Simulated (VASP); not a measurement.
# Fe (Fd-3m) in VASP: a series of runs

The runs below take Fe through single point, with revPBE.

Program: VASP 6.6.1. These are calculated values, not measurements. Logs are shortened: lines on timing, memory, paths and dates and some standing lists are left out, and cuts for length are marked.

## (1) The cell of the first run

The structure is cubic, space group Fd-3m (No. 227). The conventional cell has a = 4.839 Å, b = 4.839 Å, c = 4.839 Å, α = 90.00°, β = 90.00°, γ = 90.00°. Within 2.8 Å of Fe (site symmetry -43m) lie 4 Fe at 2.10 Å.

This isn't the form of Fe at room conditions, which is bcc.

## (2) Single point, revPBE (14.16 Å³/atom)

INCAR reads:

```
SYSTEM = Fe
  ALGO = Normal
  EDIFF = 1E-6
  ENCUT = 690
  GGA = RE
  GGA_COMPAT = .False.
  ISIF = 2
  ISMEAR = -1
  LASPH = .True.
  LCHARG = .False.
  LREAL = .False.
  LWAVE = .False.
  NBANDS = 23
  NELM = 120
  PREC = Accurate
  SIGMA = 0.1
```

KPOINTS reads:

```
k-points
0
Gamma
  13 13 13
  0 0 0
```

POSCAR reads:

```
Fe
1.0
    0.0000000000      2.4195485438      2.4195485438
    2.4195485438      0.0000000000      2.4195485438
    2.4195485438      2.4195485438      0.0000000000
Fe
2
Direct
    0.1250000000      0.1250000000      0.1250000000
    0.8750000000      0.8750000000      0.8750000000
```

Potentials or basis: VASP PAW PBE potentials, release 64 (Fe_sv).

The run is started by

```bash
cat potpaw_PBE.64/Fe_sv/POTCAR > POTCAR
mpirun -np 1 vasp_std > vasp.out
```

OUTCAR:

```text
SYSTEM = Fe
   EDIFF = 1E-6
   ENCUT = 690
   GGA = RE
   ISIF = 2
   ISMEAR = -1
   LASPH = .True.
   LREAL = .False.
   NELM = 120
   PREC = Accurate

 ion  position               nearest neighbor table
   1  0.125  0.125  0.125-   2 2.10   2 2.10   2 2.10   2 2.10
   2  0.875  0.875  0.875-   1 2.10   1 2.10   1 2.10   1 2.10

  LATTYP: Found a face centered cubic cell.
 ALAT       =     4.8390970876

  Lattice vectors:

 A1 = (   0.0000000000,   2.4195485438,   2.4195485438)
 A2 = (   2.4195485438,   0.0000000000,   2.4195485438)
 A3 = (   2.4195485438,   2.4195485438,   0.0000000000)

Analysis of symmetry for initial positions (statically):
=====================================================================
 Subroutine PRICEL returns:
 Original cell was already a primitive cell.

 Routine SETGRP: Setting up the symmetry group for a
 face centered cubic supercell.

 Subroutine GETGRP returns: Found 48 space group operations
 (whereof 12 operations were pure point group operations)
 out of a pool of 48 trial point group operations.

The static configuration has the point symmetry D_3d.
 The point group associated with its full space group is O_h .

Analysis of symmetry for dynamics (positions and initial velocities):
=====================================================================
 Subroutine PRICEL returns:
 Original cell was already a primitive cell.

 Routine SETGRP: Setting up the symmetry group for a
 face centered cubic supercell.

 Subroutine GETGRP returns: Found 48 space group operations
 (whereof 12 operations were pure point group operations)
 out of a pool of 48 trial point group operations.

The dynamic configuration has the point symmetry D_3d.
 The point group associated with its full space group is O_h .

 Subroutine INISYM returns: Found 48 space group operations
 (whereof 12 operations are pure point group operations),
 and found     1 'primitive' translations

----------------------------------------------------------------------------------------

                                     Primitive cell

  volume of cell :      28.3291

  direct lattice vectors                    reciprocal lattice vectors
     0.000000000  2.419548544  2.419548544    -0.206650121  0.206650121  0.206650121
     2.419548544  0.000000000  2.419548544     0.206650121 -0.206650121  0.206650121
     2.419548544  2.419548544  0.000000000     0.206650121  0.206650121 -0.206650121

  length of vectors
     3.421758365  3.421758365  3.421758365     0.357928509  0.357928509  0.357928509

  position of ions in fractional coordinates (direct lattice)
     0.125000000  0.125000000  0.125000000
     0.875000000  0.875000000  0.875000000

  ion indices of the primitive-cell ions
   primitive index   ion index
                 1           1
                 2           2

----------------------------------------------------------------------------------------

 KPOINTS: k-points

Automatic generation of k-mesh.
 Grid dimensions read from file:
 generate k-points for:   13   13   13

 Generating k-lattice:

  Cartesian coordinates                     Fractional coordinates (reciprocal lattice)
    -0.015896163  0.015896163  0.015896163     0.076923077  0.000000000  0.000000000
     0.015896163 -0.015896163  0.015896163     0.000000000  0.076923077  0.000000000
     0.015896163  0.015896163 -0.015896163     0.000000000  0.000000000  0.076923077

  Length of vectors
     0.027532962  0.027532962  0.027532962

  Shift w.r.t. Gamma in fractional coordinates (k-lattice)
     0.000000000  0.000000000  0.000000000

 Subroutine IBZKPT returns following result:
 ===========================================

 Found     84 irreducible k-points:

 Following reciprocal coordinates:
            Coordinates               Weight
  0.000000  0.000000  0.000000      1.000000
  0.076923  0.000000  0.000000      8.000000
  0.153846  0.000000  0.000000      8.000000
  0.230769  0.000000  0.000000      8.000000
  0.307692  0.000000  0.000000      8.000000
  0.384615  0.000000  0.000000      8.000000
[... 16 lines left out ...]
  0.384615  0.153846  0.000000     24.000000
  0.461538  0.153846  0.000000     24.000000
 [... further k-points ...]
   k-points           NKPTS =     84   k-points in BZ     NKDIM =     84   number of bands    NBANDS=     23
   number of dos      NEDOS =    301   number of ions     NIONS =      2
   total plane-waves  NPLWV =  27000
   dimension x,y,z NGX =    30 NGY =   30 NGZ =   30
   dimension x,y,z NGXF=    60 NGYF=   60 NGZF=   60
   ions per type =               2
   NGX,Y,Z   is equivalent  to a cutoff of  14.58, 14.58, 14.58 a.u.
   NGXF,Y,Z  is equivalent  to a cutoff of  29.15, 29.15, 29.15 a.u.
 SYSTEM =  Fe
   PREC   = accura    normal or accurate (medium, high low for compatibility)
   ISTART =      0    job   : 0-new  1-cont  2-samecut
   ICHARG =      2    charge: 1-file 2-atom 10-const
   ISPIN  =      1    spin polarized calculation?
   LNONCOLLINEAR =      F non collinear calculations
   LSORBIT =      F    spin-orbit coupling
   LASPH  =      T    aspherical Exc in radial PAW
   ENCUT  =  690.0 eV  50.71 Ry    7.12 a.u.   7.33  7.33  7.33*2*pi/ulx,y,z
   NELM   =    120;   NELMIN=  2; NELMDL= -5     # of ELM steps
   EDIFF  = 0.1E-05   stopping-criterion for ELM
   LREAL  =      F    real-space projection
   EDIFFG = 0.1E-04   stopping-criterion for IOM
   NSW    =      0    number of steps for IOM
   IBRION =     -1    ionic relax: 0-MD 1-quasi-New 2-CG
   NFREE  =      0    steps in history (QN), initial steepest desc. (CG)
   ISIF   =      2    stress and relaxation
   ISYM   =      2    0-nonsym 1-usesym 2-fastsym
   POTIM  = 0.5000    time-step for ionic-motion
   TEBEG  =    0.0;   TEEND  =   0.0 temperature during run
   PSTRESS=    0.0 pullay stress
   NELECT =      32.0000    total number of electrons
   NUPDOWN=      -1.0000    fix difference up-down
   EMIN   =  10.00;   EMAX   =-10.00  energy-range for DOS
   EFERMI =   0.00;   METHOD = LEGACY
   ISMEAR =    -1;   SIGMA  =   0.10  broadening in eV -4-tet -1-fermi 0-gaus
   EFERMI_NEDOS =   21; number of points for ismear=-14 and -15
   IALGO  =     38    algorithm
   IMIX   =      4    mixing-type and parameters
     AMIX     =   0.40;   BMIX     =  1.00
     AMIX_MAG =   1.60;   BMIX_MAG =  1.00
  volume/ion in A,a.u.               =      14.16        95.59
  Fermi-wavevector in a.u.,A,eV,Ry     =   1.704959  3.221904 39.550552  2.906884
  Thomas-Fermi vector in A             =   2.784267
   LORBIT       =      0    0 simple, 1 ext, 2 COOP (PROOUT), +10 PAW based schemes
   GGA     = RE    functional components
   LHFCALC =     F    Hartree Fock is set to
   AEXX    =    0.0000 exact exchange contribution
   IVDW    =     0    specifies the selected vdW correction
   LEPSILON=     F    determine dielectric tensor
   LRPA    =     F    only Hartree local field effects (RPA)
 non-spin polarized calculation
  energy-cutoff  :      690.00
  volume of cell :       28.33
 maximum number of plane-waves:      1211
 NGX is ok and might be reduce to    30
   NGX = 15   NGY = 15   NGZ = 15

 number of electron      31.9999988 magnetization

 Free energy of the ion-electron system (eV)
  ---------------------------------------------------
  ext. energy  EPLUGINS =         0.00000000
  ---------------------------------------------------
  free energy    TOTEN  =       -13.33620951 eV

  energy without entropy =      -13.25450685  energy(sigma->0) =      -13.29535818

 E-fermi :   8.9180     XC(G=0): -11.9975

 val. band max:        8.9062178499   @ k =   0.3846   0.0000   0.0000
 cond. band min:       8.9294715493   @ k =   0.2308   0.2308   0.0000
 fundamental gap:      0.0232536994
 Fermi energy:         8.9179619147

 k-point     1 :       0.0000    0.0000    0.0000
  band No.  band energies     occupation
      1     -78.3393      2.00000
      2     -77.9151      2.00000
      3     -44.4883      2.00000
      4     -44.4883      2.00000
      5     -44.4883      2.00000
      6     -43.8610      2.00000
[... 15 lines left out ...]
     22      23.3516      0.00000
     23      23.6030      0.00000

 k-point     2 :       0.0769    0.0000    0.0000
  band No.  band energies     occupation
      1     -78.3347      2.00000
      2     -77.9197      2.00000
      3     -44.4928      2.00000
      4     -44.4928      2.00000
      5     -44.4878      2.00000
      6     -43.8620      2.00000
[... 15 lines left out ...]
     22      22.5199      0.00000
     23      23.9304      0.00000

 k-point     3 :       0.1538    0.0000    0.0000
  band No.  band energies     occupation
      1     -78.3215      2.00000
      2     -77.9332      2.00000
      3     -44.5050      2.00000
      4     -44.5050      2.00000
      5     -44.4864      2.00000
      6     -43.8649      2.00000
[... 15 lines left out ...]
     22      21.7025      0.00000
     23      23.2710      0.00000

 k-point     4 :       0.2308    0.0000    0.0000
  band No.  band energies     occupation
      1     -78.3011      2.00000
      2     -77.9539      2.00000
      3     -44.5214      2.00000
      4     -44.5214      2.00000
      5     -44.4845      2.00000
      6     -43.8696      2.00000
[... 15 lines left out ...]
     22      21.0088      0.00000
     23      22.6305      0.00000

 k-point     5 :       0.3077    0.0000    0.0000
  band No.  band energies     occupation
      1     -78.2764      2.00000
      2     -77.9790      2.00000
      3     -44.5380      2.00000
      4     -44.5380      2.00000
      5     -44.4827      2.00000
      6     -43.8740      2.00000
[... 434 lines left out ...]
 k-point    22 :       0.3077    0.1538    0.0000
  band No.  band energies     occupation
      1     -78.2775      2.00000
      2     -77.9778      2.00000
      3     -44.5614      2.00000
      4     -44.5572      2.00000
      5     -44.4230      2.00000
      6     -43.9313      2.00000
[... 15 lines left out ...]
     22      19.8127      0.00000
     23      21.1156      0.00000

 k-point    23 :       0.3846    0.1538    0.0000
  band No.  band energies     occupation
      1     -78.2524      2.00000
      2     -78.0033      2.00000
      3     -44.5817      2.00000
      4     -44.5697      2.00000
      5     -44.4109      2.00000
      6     -43.9446      2.00000
[... 15 lines left out ...]
     22      18.7201      0.00000
     23      20.9422      0.00000

 k-point    24 :       0.4615    0.1538    0.0000
  band No.  band energies     occupation
      1     -78.2297      2.00000
      2     -78.0263      2.00000
      3     -44.5982      2.00000
      4     -44.5758      2.00000
      5     -44.4029      2.00000
      6     -43.9530      2.00000
[... 15 lines left out ...]
     22      17.9265      0.00000
     23      20.8905      0.00000

 [... further k-points ...]
[... 5 lines left out ...]
  --------------------------------------------------------------------------------------
  -------------------------------------------------------------------------------------
  Total        0.9296837      0.9296837      0.9296837      0.0000000     -0.0000000      0.0000000
  in kB       52.5790543     52.5790543     52.5790543      0.0000000     -0.0000000      0.0000000
  external PRESSURE =      52.5790543 kB  Pullay stress =       0.0000000 kB

 VOLUME and BASIS-vectors are now :
 -----------------------------------------------------------------------------
  energy-cutoff  :      690.00
  volume of cell :       28.33
      direct lattice vectors                 reciprocal lattice vectors
     0.000000000  2.419548544  2.419548544    -0.206650121  0.206650121  0.206650121
     2.419548544  0.000000000  2.419548544     0.206650121 -0.206650121  0.206650121
     2.419548544  2.419548544  0.000000000     0.206650121  0.206650121 -0.206650121

 POSITION                                       TOTAL-FORCE (eV/Angst)
 -----------------------------------------------------------------------------------
      0.60489      0.60489      0.60489        -0.000000      0.000000      0.000000
      4.23421      4.23421      4.23421         0.000000     -0.000000     -0.000000
 -----------------------------------------------------------------------------------
    total drift:                               -0.000000      0.000000      0.000000

  FREE ENERGIE OF THE ION-ELECTRON SYSTEM (eV)
  ---------------------------------------------------
  free  energy   TOTEN  =       -13.3362095110 eV

  energy  without entropy=      -13.2545068539  energy(sigma->0) =      -13.29535818
```

It took 34 s on 1 thread of Intel Xeon 6975P-C (Granite Rapids), shared host; peak memory 0.2 GiB.

What came out:

| Item | Value |
| --- | --- |
| Free energy | -13.3362 eV |
| Pressure | 5.3 GPa |
| Band gap on the k mesh | zero (bands 16 and 17 overlap by 0.81 eV) |

Caveat: the cell stands under pressure; the PAW data sets were made with another functional, which shifts forces and pressure a little; the run has no spin polarisation, though such a crystal can be magnetic. Spin polarisation is off, so any magnetic state and its effect on volume and gap are missing.

## (3) Single point, revPBE (12.98 Å³/atom)

This run uses another cell than the first one, of 12.98 Å³/atom.

INCAR reads:

```
SYSTEM = Fe
PREC = Accurate
ENCUT = 690
EDIFF = 1E-6
ISMEAR = -1
SIGMA = 0.1
LREAL = .FALSE.
LASPH = .TRUE.
NELM = 120
ALGO = Normal
ISIF = 2
LWAVE = .FALSE.
LCHARG = .TRUE.
GGA = RE
LELF = .TRUE.
LVHAR = .TRUE.
NBANDS = 23
GGA_COMPAT = .FALSE.
```

KPOINTS reads:

```
regular mesh
0
G
  13 13 13
  0 0 0
```

POSCAR reads:

```
Fe
1.0
    0.0000000000      2.3503803785      2.3503803785
    2.3503803785      0.0000000000      2.3503803785
    2.3503803785      2.3503803785      0.0000000000
Fe
2
Direct
    0.1250000000      0.1250000000      0.1250000000
    0.8750000000      0.8750000000      0.8750000000
```

Potentials or basis: VASP PAW PBE potentials, release 64 (Fe_sv).

The run is started by

```bash
cat potpaw_PBE.64/Fe_sv/POTCAR > POTCAR
mpirun -np 1 vasp_std > vasp.out
```

It took 1.9 min on 1 thread of Intel Xeon Platinum 8375C at 2.90GHz (Ice Lake), shared host; peak memory 0.19 GiB.

Results (log left out):

| Item | Value |
| --- | --- |
| Free energy | -13.1208 eV |
| Pressure | 23.5 GPa |
| Band gap on the k mesh | zero (bands 16 and 17 overlap by 0.90 eV) |

Levels at points of the mesh, in eV from the Fermi level:
| k point | band 12 | band 13 | band 14 | band 15 | band 16 | band 17 | band 18 | band 19 | band 20 | band 21 |
| --- | --- | --- | --- | --- | --- | --- | --- | --- | --- | --- |
| (0.00, 0.00, 0.00) | -2.77 | -2.77 | -2.77 | -0.44 | -0.44 | -0.44 | 1.46 | 1.46 | 15.28 | 15.28 |

Caveat: the cell stands under pressure; the PAW data sets were made with another functional, which shifts forces and pressure a little; the run has no spin polarisation, though such a crystal can be magnetic.

The gap in the log of VASP goes by the Fermi energy; the results here count the filled bands.